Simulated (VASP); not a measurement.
# Li16H15 (a cell with a defect) in VASP: further runs

The runs below take Li16H15 (a cell with a defect) through single point, relaxation of the atoms, with PBE.

All numbers are computed with VASP 6.6.1; they aren't measurements. Logs are shortened: lines on timing, memory, paths and dates and some standing lists are left out, and cuts for length are marked.

## 1. The cell of the first run

The cell holds a defect, 31 atoms: a = 6.941 Å, b = 6.941 Å, c = 6.941 Å, α = 109.47°, β = 109.47°, γ = 109.47°.

## 2. Single point, PBE, collinear spin (atoms taken out, then relaxed in part)

INCAR

```
SYSTEM = Li16H15
  PREC = Accurate
  ENCUT = 520
  EDIFF = 1E-6
  ISMEAR = 0
  SIGMA = 0.01
  LREAL = Auto
  LASPH = .True.
  NELM = 150
  ALGO = Normal
  ISIF = 2
  LWAVE = .False.
  LCHARG = .False.
  ISPIN = 2
  MAGMOM = 0.5 0 0.5 0 0 0 0.5 0 0.5 0 0 0.5 0 0 0 0.5 0 0 0 0 0 0 0 0 0 0 0 0 0 0 0
  LORBIT = 11
  GGA = PE
  NBANDS = 56
```

KPOINTS

```
regular mesh
0
Gamma
  1 1 1
  0 0 0
```

POSCAR

```
Li16H15
1.0
   -4.0071000518      4.0071000518     -4.0071000518
    4.0071000518     -4.0071000518     -4.0071000518
   -4.0071000518     -4.0071000518      4.0071000518
Li H
16 15
Direct
    0.0034840209      0.2500000000      0.7534840209
    0.7500000000      0.2500000000      1.0000000000
    0.4965159791      0.2500000000      0.2465159791
    0.2500000000      0.0000000000      0.7500000000
    0.2500000000      0.2500000000      0.5000000000
    1.0000000000      1.0000000000      1.0000000000
    0.7500000000     -0.0034840209      0.2465159791
    0.5000000000      0.7500000000      0.7500000000
    0.4965159791     -0.0034840209      0.5000000000
    0.2500000000      0.7500000000      1.0000000000
    0.0000000000      0.7500000000      0.2500000000
    0.7500000000      0.5034840209      0.7534840209
    0.7500000000      0.7500000000      0.5000000000
    0.5000000000      0.5000000000      1.0000000000
    0.2500000000      0.5000000000      0.2500000000
    0.0034840209      0.5034840209      0.5000000000
    0.4998360125      0.2500000000      0.7501639875
    0.2500000000      0.2500000000      0.0000000000
    0.0001639875     -0.0001639875      0.5000000000
    0.0001639875      0.2500000000      0.2498360125
    0.7500000000     -0.0001639875      0.7501639875
    0.4998360125     -0.0001639875     -0.0003279750
    0.2500000000      0.7500000000      0.5000000000
    0.2496720250     -0.0001639875      0.2498360125
    0.0001639875      0.7503279750      0.7501639875
    0.7500000000      0.7500000000      0.0000000000
    0.4998360125      0.5001639875      0.5000000000
    0.4998360125      0.7496720250      0.2498360125
    0.2503279750      0.5001639875      0.7501639875
    0.0001639875      0.5001639875      0.0003279750
    0.7500000000      0.5001639875      0.2498360125
```

Potentials or basis: VASP PAW PBE potentials, release 64 (Li_sv, H).

Command:

```
cat potpaw_PBE.64/Li_sv/POTCAR potpaw_PBE.64/H/POTCAR > POTCAR
mpirun -np 1 vasp_gam > vasp.out
```

OUTCAR:

```text
SYSTEM = Li16H15
   PREC = Accurate
   ENCUT = 520
   EDIFF = 1E-6
   ISMEAR = 0
   LREAL = Auto
   LASPH = .True.
   NELM = 150
   ISIF = 2
   ISPIN = 2
   LORBIT = 11
   GGA = PE

 ion  position               nearest neighbor table
   1  0.003  0.250  0.753-
   2  0.750  0.250  0.000-
   3  0.497  0.250  0.247-
   4  0.250  0.000  0.750-
   5  0.250  0.250  0.500-
   6  0.000  0.000  0.000-
[... 23 lines left out ...]
  30  0.000  0.500  0.000-
  31  0.750  0.500  0.250-

  LATTYP: Found a body centered cubic cell.
 ALAT       =     8.0142001036

  Lattice vectors:

 A1 = (  -4.0071000518,   4.0071000518,  -4.0071000518)
 A2 = (   4.0071000518,  -4.0071000518,  -4.0071000518)
 A3 = (  -4.0071000518,  -4.0071000518,   4.0071000518)

Analysis of symmetry for initial positions (statically):
=====================================================================
 Subroutine PRICEL returns:
 Original cell was already a primitive cell.

 Routine SETGRP: Setting up the symmetry group for a
 body centered cubic supercell.

 Subroutine GETGRP returns: Found 48 space group operations
 (whereof  8 operations were pure point group operations)
 out of a pool of 48 trial point group operations.

The static configuration has the point symmetry D_2d.
 The point group associated with its full space group is O_h .

Analysis of symmetry for dynamics (positions and initial velocities):
=====================================================================
 Subroutine PRICEL returns:
 Original cell was already a primitive cell.

 Routine SETGRP: Setting up the symmetry group for a
 body centered cubic supercell.

 Subroutine GETGRP returns: Found 48 space group operations
 (whereof  8 operations were pure point group operations)
 out of a pool of 48 trial point group operations.

The dynamic configuration has the point symmetry D_2d.
 The point group associated with its full space group is O_h .

Analysis of structural, dynamic, and magnetic symmetry:
=====================================================================
 Subroutine PRICEL returns:
 Original cell was already a primitive cell.

 Routine SETGRP: Setting up the symmetry group for a
 body centered cubic supercell.

 Subroutine GETGRP returns: Found 48 space group operations
 (whereof  8 operations were pure point group operations)
 out of a pool of 48 trial point group operations.

The overall configuration has the point symmetry D_2d.
 The point group associated with its full space group is O_h .

 Subroutine INISYM returns: Found 48 space group operations
 (whereof  8 operations are pure point group operations),
 and found     1 'primitive' translations

----------------------------------------------------------------------------------------

                                     Primitive cell

  volume of cell :     257.3656

  direct lattice vectors                    reciprocal lattice vectors
    -4.007100052  4.007100052 -4.007100052    -0.124778517  0.000000000 -0.124778517
     4.007100052 -4.007100052 -4.007100052     0.000000000 -0.124778517 -0.124778517
    -4.007100052 -4.007100052  4.007100052    -0.124778517 -0.124778517  0.000000000

  length of vectors
     6.940500881  6.940500881  6.940500881     0.176463470  0.176463470  0.176463470

  position of ions in fractional coordinates (direct lattice)
     0.003484021  0.250000000  0.753484021
     0.750000000  0.250000000  0.000000000
     0.496515979  0.250000000  0.246515979
     0.250000000  0.000000000  0.750000000
     0.250000000  0.250000000  0.500000000
     0.000000000  0.000000000  0.000000000
[... 23 lines left out ...]
     0.000163988  0.500163988  0.000327975
     0.750000000  0.500163988  0.249836012

  ion indices of the primitive-cell ions
   primitive index   ion index
                 1           1
                 2           2
                 3           3
                 4           4
                 5           5
                 6           6
[... 23 lines left out ...]
                30          30
                31          31

----------------------------------------------------------------------------------------

 KPOINTS: regular mesh

Automatic generation of k-mesh.
 Grid dimensions read from file:
 generate k-points for:    1    1    1

 Generating k-lattice:

  Cartesian coordinates                     Fractional coordinates (reciprocal lattice)
    -0.124778517  0.000000000 -0.124778517     1.000000000  0.000000000  0.000000000
     0.000000000 -0.124778517 -0.124778517     0.000000000  1.000000000  0.000000000
    -0.124778517 -0.124778517  0.000000000     0.000000000  0.000000000  1.000000000

  Length of vectors
     0.176463470  0.176463470  0.176463470

  Shift w.r.t. Gamma in fractional coordinates (k-lattice)
     0.000000000  0.000000000  0.000000000

 Subroutine IBZKPT returns following result:
 ===========================================

 Found      1 irreducible k-points:

 Following reciprocal coordinates:
            Coordinates               Weight
  0.000000  0.000000  0.000000      1.000000
   k-points           NKPTS =      1   k-points in BZ     NKDIM =      1   number of bands    NBANDS=     56
   number of dos      NEDOS =    301   number of ions     NIONS =     31
   total plane-waves  NPLWV = 157464
   dimension x,y,z NGX =    54 NGY =   54 NGZ =   54
   dimension x,y,z NGXF=   108 NGYF=  108 NGZF=  108
   ions per type =              16  15
   NGX,Y,Z   is equivalent  to a cutoff of  12.93, 12.93, 12.93 a.u.
   NGXF,Y,Z  is equivalent  to a cutoff of  25.87, 25.87, 25.87 a.u.
 SYSTEM =  Li16H15
   PREC   = accura    normal or accurate (medium, high low for compatibility)
   ISTART =      0    job   : 0-new  1-cont  2-samecut
   ICHARG =      2    charge: 1-file 2-atom 10-const
   ISPIN  =      2    spin polarized calculation?
   LNONCOLLINEAR =      F non collinear calculations
   LSORBIT =      F    spin-orbit coupling
   LASPH  =      T    aspherical Exc in radial PAW
   ENCUT  =  520.0 eV  38.22 Ry    6.18 a.u.  12.90 12.90 12.90*2*pi/ulx,y,z
   NELM   =    150;   NELMIN=  2; NELMDL= -5     # of ELM steps
   EDIFF  = 0.1E-05   stopping-criterion for ELM
   LREAL  =      T    real-space projection
   EDIFFG = 0.1E-04   stopping-criterion for IOM
   NSW    =      0    number of steps for IOM
   IBRION =     -1    ionic relax: 0-MD 1-quasi-New 2-CG
   NFREE  =      0    steps in history (QN), initial steepest desc. (CG)
   ISIF   =      2    stress and relaxation
   ISYM   =      2    0-nonsym 1-usesym 2-fastsym
   POTIM  = 0.5000    time-step for ionic-motion
   TEBEG  =    0.0;   TEEND  =   0.0 temperature during run
   PSTRESS=    0.0 pullay stress
   NELECT =      63.0000    total number of electrons
   NUPDOWN=      -1.0000    fix difference up-down
   EMIN   =  10.00;   EMAX   =-10.00  energy-range for DOS
   EFERMI =   0.00;   METHOD = LEGACY
   ISMEAR =     0;   SIGMA  =   0.01  broadening in eV -4-tet -1-fermi 0-gaus
   EFERMI_NEDOS =   21; number of points for ismear=-14 and -15
   IALGO  =     38    algorithm
   IMIX   =      4    mixing-type and parameters
     AMIX     =   0.40;   BMIX     =  1.00
     AMIX_MAG =   1.60;   BMIX_MAG =  1.00
  volume/ion in A,a.u.               =       8.30        56.03
  Fermi-wavevector in a.u.,A,eV,Ry     =   1.024090  1.935250 14.269253  1.048761
  Thomas-Fermi vector in A             =   2.157859
   LORBIT       =     11    0 simple, 1 ext, 2 COOP (PROOUT), +10 PAW based schemes
   GGA     = PE    functional components
   LHFCALC =     F    Hartree Fock is set to
   AEXX    =    0.0000 exact exchange contribution
   IVDW    =     0    specifies the selected vdW correction
   LEPSILON=     F    determine dielectric tensor
   LRPA    =     F    only Hartree local field effects (RPA)
 spin polarized calculation
 Gauss-broadening in eV      SIGMA  =   0.01
  energy-cutoff  :      520.00
  volume of cell :      257.37
 maximum number of plane-waves:      3482
 NGX is ok and might be reduce to    50
   NGX = 25   NGY = 25   NGZ = 25

 number of electron      63.0000013 magnetization       0.9999409

 Free energy of the ion-electron system (eV)
  ---------------------------------------------------
  ext. energy  EPLUGINS =         0.00000000
  ---------------------------------------------------
  free energy    TOTEN  =       -93.36603315 eV

  energy without entropy =      -93.36603315  energy(sigma->0) =      -93.36603315

 E-fermi :   2.4174     XC(G=0):  -8.4394

 val. band max:        2.2561161887   @ k =   0.0000   0.0000   0.0000
 cond. band min:       3.0158202166   @ k =   0.0000   0.0000   0.0000
 fundamental gap:      0.7597040279
 Fermi energy:         2.4174078909

 spin component 1

 k-point     1 :       0.0000    0.0000    0.0000
  band No.  band energies     occupation
      1     -44.2451      1.00000
      2     -44.2159      1.00000
      3     -44.2159      1.00000
      4     -44.2159      1.00000
      5     -44.2096      1.00000
      6     -44.2096      1.00000
[... 35 lines left out ...]
     42       7.6051      0.00000
     43       7.6051      0.00000
 Fermi energy:         2.4174078909

 spin component 2

 k-point     1 :       0.0000    0.0000    0.0000
  band No.  band energies     occupation
      1     -44.2421      1.00000
      2     -44.2152      1.00000
      3     -44.2152      1.00000
      4     -44.2152      1.00000
      5     -44.2086      1.00000
      6     -44.2086      1.00000
[... 35 lines left out ...]
     42       7.7294      0.00000
     43       7.7294      0.00000
 [bands above 43 left out]

------------------------ aborting loop because EDIFF is reached ----------------------------------------

  FORCE on cell =-STRESS in cart. coord.  units (eV):
  Direction    XX          YY          ZZ          XY          YZ          ZX
  --------------------------------------------------------------------------------------
  -------------------------------------------------------------------------------------
  Total        2.1796403      2.1796403      2.1796403      0.0000000      0.0000000      0.0000000
  in kB       13.5689071     13.5689071     13.5689071      0.0000000      0.0000000      0.0000000
  external PRESSURE =      13.5689071 kB  Pullay stress =       0.0000000 kB

 VOLUME and BASIS-vectors are now :
 -----------------------------------------------------------------------------
  energy-cutoff  :      520.00
  volume of cell :      257.37
      direct lattice vectors                 reciprocal lattice vectors
    -4.007100052  4.007100052 -4.007100052    -0.124778517  0.000000000 -0.124778517
     4.007100052 -4.007100052 -4.007100052     0.000000000 -0.124778517 -0.124778517
    -4.007100052 -4.007100052  4.007100052    -0.124778517 -0.124778517  0.000000000

 POSITION                                       TOTAL-FORCE (eV/Angst)
 -----------------------------------------------------------------------------------
     -2.03147     -4.00710      2.00355         0.004580      0.000000     -0.000000
     -2.00355      2.00355     -4.00710         0.000000      0.000000     -0.000000
     -1.97563      0.00000     -2.00355        -0.004580      0.000000     -0.000000
     -4.00710     -2.00355      2.00355         0.000000      0.000000     -0.000000
     -2.00355     -2.00355      0.00000         0.000000      0.000000     -0.000000
      0.00000      0.00000      0.00000         0.000000      0.000000     -0.000000
[... 23 lines left out ...]
      2.00224     -2.00486     -2.00355        -0.002945     -0.002945     -0.000000
     -2.00224      0.00000     -4.00841         0.002945      0.000000     -0.002945
 -----------------------------------------------------------------------------------
    total drift:                                0.000000     -0.000000     -0.000000

  FREE ENERGIE OF THE ION-ELECTRON SYSTEM (eV)
  ---------------------------------------------------
  free  energy   TOTEN  =       -93.3660331499 eV

  energy  without entropy=      -93.3660331499  energy(sigma->0) =      -93.36603315

 total charge

# of ion       s       p       d       tot
------------------------------------------
    1        2.029   0.054   0.000   2.083
    2        2.027   0.052   0.000   2.079
    3        2.029   0.054   0.000   2.083
    4        2.029   0.052   0.000   2.081
    5        2.027   0.052   0.000   2.079
    6        2.029   0.052   0.000   2.081
[... 23 lines left out ...]
   30        0.546   0.002   0.000   0.548
   31        0.546   0.002   0.000   0.548
--------------------------------------------------
tot         40.647   0.871   0.000  41.518

 magnetization (x)

# of ion       s       p       d       tot
------------------------------------------
    1        0.007   0.006   0.000   0.013
    2        0.001  -0.000   0.000   0.001
    3        0.007   0.006   0.000   0.013
    4        0.000  -0.000   0.000   0.000
    5        0.001  -0.000   0.000   0.001
    6        0.000  -0.000   0.000   0.000
[... 23 lines left out ...]
   30        0.002   0.000   0.000   0.002
   31        0.002   0.000   0.000   0.002
--------------------------------------------------
tot          0.136   0.039   0.000   0.176
```

It took 2 min on 1 thread of Intel Xeon Platinum 8259CL at 2.50GHz (Skylake/Cascade Lake), shared host; peak memory 0.46 GiB.

Results:

```yaml
Free_energy: -93.3660 eV
Largest_force: 0.005 eV/Å
Band_gap_on_the_k_mesh: 0.76 eV
Net_moment: 1.00 μB per cell
Site_moments: Li +0.01, +0.00 (each value once); H +0.00, +0.02 (each value once) μB
Valence_electrons_inside_the_program's_atomic_spheres: Li 2.08; H 0.55
```

Forces on the atoms (eV/Å):
```
Li   0.005  0.000  0.000
Li   0.000  0.000  0.000
Li  -0.005  0.000  0.000
Li   0.000  0.000  0.000
Li   0.000  0.000  0.000
Li   0.000  0.000  0.000
Li   0.000 -0.005  0.000
Li   0.000  0.000  0.000
Li   0.000  0.000 -0.005
Li   0.000  0.000  0.000
Li   0.000  0.000  0.000
Li   0.000  0.005  0.000
Li   0.000  0.000  0.000
Li   0.000  0.000  0.000
Li   0.000  0.000  0.000
Li   0.000  0.000  0.005
H    0.000 -0.003  0.003
H    0.000  0.000  0.000
H   -0.003  0.003  0.000
H    0.000  0.003 -0.003
H   -0.003  0.000  0.003
H    0.003  0.003  0.000
H    0.000  0.000  0.000
H    0.003  0.000  0.003
H    0.000 -0.003 -0.003
H    0.000  0.000  0.000
H    0.003 -0.003  0.000
H    0.000  0.003  0.003
H   -0.003  0.000 -0.003
H   -0.003 -0.003  0.000
H    0.003  0.000 -0.003
```

Levels at points of the mesh, in eV from the valence-band top:
Spin up:
```tsv
k point	band 29	band 30	band 31	band 32	band 33	band 34	band 35	band 36
(0.00, 0.00, 0.00)	-3.51	-2.19	-2.19	0.00	0.76	0.76	0.76	5.28
```
Spin down:
| k point | band 29 | band 30 | band 31 | band 32 | band 33 | band 34 |
| --- | --- | --- | --- | --- | --- | --- |
| (0.00, 0.00, 0.00) | -3.20 | -2.17 | -2.17 | 0.85 | 0.85 | 0.85 |

Caveat: the k points lie up to 1.11 Å⁻¹ apart; the cell differs from its parent crystal (atoms taken out, then relaxed in part); the cutoff is under 1.25 times the usual one of these potentials, so pressure, stress and relaxed cells hold a basis-set (Pulay) error.

(Part 1 of 3 ends here.)
